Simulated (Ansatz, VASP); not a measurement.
One calculation of BaTiO3, two programs

File INCAR:

```
SYSTEM = BaTiO3
ALGO     = Normal         ! electronic algorithm
EDIFF    = 1E-8           ! SCF threshold, eV
ENCUT    = 520            ! plane-wave cutoff, eV
GGA      = PS             ! functional
ISIF     = 2              ! what is computed and relaxed
ISMEAR   = -1             ! smearing method
LASPH    = .True.         ! aspherical terms in the spheres
LCHARG   = .False.        ! write CHGCAR
LEFG     = .True.       
LREAL    = .False.        ! projectors in reciprocal space
LWAVE    = .False.        ! write WAVECAR
NBANDS   = 28             ! bands
NELM     = 80             ! most SCF steps
PREC     = Accurate       ! precision mode
SIGMA    = 0.03           ! smearing width, eV
```

KPOINTS

```
k-points
0
Gamma
  7 7 7
  0 0 0
```

File POSCAR:

```
BaTiO3
1.0
    3.9457420220      0.0000000000      0.0000000000
    0.0000000000      3.9457420220      0.0000000000
    0.0000000000      0.0000000000      3.9636960459
Ba Ti O
1 1 3
Direct
    0.0000000000      0.0000000000      0.0000000000
    0.5000000000      0.5000000000      0.5000000000
    0.5000000000      0.5000000000      0.0000000000
    0.5000000000      0.0000000000      0.5000000000
    0.0000000000      0.5000000000      0.5000000000
```

Input for Ansatz:

```yaml
crystal:
  lattice:
    - [3.945742022, 0.0, 0.0]
    - [0.0, 3.945742022, 0.0]
    - [0.0, 0.0, 3.9636960459]
  atoms:
    - { symbol: Ba, position: [0.0, 0.0, 0.0] }
    - { symbol: Ti, position: [0.5, 0.5, 0.5] }
    - { symbol: O, position: [0.5, 0.5, 0.0] }
    - { symbol: O, position: [0.5, 0.0, 0.5] }
    - { symbol: O, position: [0.0, 0.5, 0.5] }
kpoints:
  mp_grid: { grid: [7, 7, 7] }
scf:
  occupations: { method: fermi_dirac, width: 0.03 }
hamiltonian:
  xc: pbesol
  pseudopotentials: { kind: all_electron, datasets: crystal }
output:
  forces: true
  stress: true
  eigenvalues: true
  efg: { contact_densities: true }
```

Change from the starting cell: volume scaled by 0.96, crystal datasets.

Alike in both runs: task electric field gradients; functional PBEsol; k mesh 7 × 7 × 7; occupations fermi-dirac, width 0.03 eV; no spin polarisation.

|  | VASP | Ansatz |
| --- | --- | --- |
| version | VASP 6.6.1 | Ansatz 0.2.0 |
| potentials or method | VASP PAW PBE potentials, release 64 (Ba_sv, Ti_sv, O), cutoff 520 eV | all-electron PAW with datasets made for the crystal, scalar-relativistic |

Ansatz gave:

```
gap on the k mesh at the Fermi level (eV)                     : 1.90
pressure (GPa)                                                : 2.6
traceless stress, the component that is largest in VASP (GPa) : -0.67
size of Vzz on the site where it differs most (V/Å²)          : 18.8
```

Q: Estimate VASP's values.

A: gap on the k mesh at the Fermi level (eV): 1.83; pressure (GPa): 4.7; traceless stress, the component that is largest in VASP (GPa): -0.69; size of Vzz on the site where it differs most (V/Å²): 18.7.

VASP's potentials were made for PBE, not for PBEsol. Ansatz ran all-electron here, and VASP with PAW potentials.

Spin-orbit coupling is off throughout.
